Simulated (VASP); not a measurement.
Runs of VASP 6.6.1 on Be. The structure is that of space group P6_3/mmc (No. 194), or close to it. The cells are those of the table. 

| task | level | cell | k mesh | cutoff (eV) | grid for exact exchange (PRECFOCK) | share of exact exchange | screening parameter | gap on the mesh (eV) | pressure (GPa) | relaxed volume (Å³/atom) |
| --- | --- | --- | --- | --- | --- | --- | --- | --- | --- | --- |
| single point | PBE0 | a = 2.262, b = 2.262, c = 3.566 Å, angles 90.0, 90.0, 120.0°, 2 atoms | 11 × 11 × 6 | 520 | Normal | 0.25 | - | none | -0.6 | - |
| single point | HSE06 | a = 2.262, b = 2.262, c = 3.566 Å, angles 90.0, 90.0, 120.0°, 2 atoms | 11 × 11 × 6 | 520 | Normal | 0.25 | 0.2079 1/Å | none | -0.5 | - |
| single point | r2SCAN | a = 2.261, b = 2.261, c = 3.569 Å, angles 90.0, 90.0, 120.0°, 2 atoms | 19 × 19 × 11 | 660 | - | - | - | none | (a) | - |
| relaxation of cell and atoms | r2SCAN | relaxed from a = 2.287, b = 2.287, c = 3.583 Å, angles 90.0, 90.0, 120.0°, 2 atoms | 19 × 19 × 11 | 660 | - | - | - | none | 0.0 | 7.91 |
| single point | PBE | a = 2.262, b = 2.262, c = 3.566 Å, angles 90.0, 90.0, 120.0°, 2 atoms | 19 × 19 × 11 | 520 | - | - | - | none | 0.2 | - |
| relaxation of cell and atoms | PBE | relaxed from a = 2.287, b = 2.287, c = 3.583 Å, angles 90.0, 90.0, 120.0°, 2 atoms | 19 × 19 × 11 | 600 | - | - | - | none | 0.0 | 7.91 |

Alike in all rows: potentials or basis VASP PAW PBE potentials, release 64 (Be); no spin polarisation; smearing fermi-dirac 0.05 eV.

Question: Estimate the missing entries.

Answer: (a) 0.3.

Caveats: the PAW data sets were made with another functional, which shifts forces and pressure a little (at least some runs).

A gap of «none» marks levels without a gap at the run's occupations.
